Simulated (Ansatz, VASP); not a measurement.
Lu: VASP beside Ansatz

```
CELL_PARAMETERS angstrom
0.00000 2.45233 2.45233
2.45233 0.00000 2.45233
2.45233 2.45233 0.00000
ATOMIC_POSITIONS crystal
Lu 0.00000 0.00000 0.00000
```

Alike in both runs: task relaxation of cell and atoms; functional BLYP; k mesh 11 × 11 × 11; occupations fermi-dirac, width 0.1 eV; no spin polarisation.

```csv
,VASP,Ansatz
version,VASP 6.6.1,Ansatz 0.2.0
potentials or method,"VASP PAW PBE potentials, release 64 (Lu), cutoff 600 eV","plane waves (420 eV) with PAW, scalar-relativistic"
valence electrons in the cell,25,25
```

```csv
,VASP,Ansatz,Ansatz less VASP
relaxed volume (Å³/atom),29.81,29.69,-0.126
relaxed cell length with the largest relative difference (Å),3.481,3.476,-0.0049
```

VASP's potentials were made for PBE, not for BLYP.

Spin-orbit coupling is off throughout.
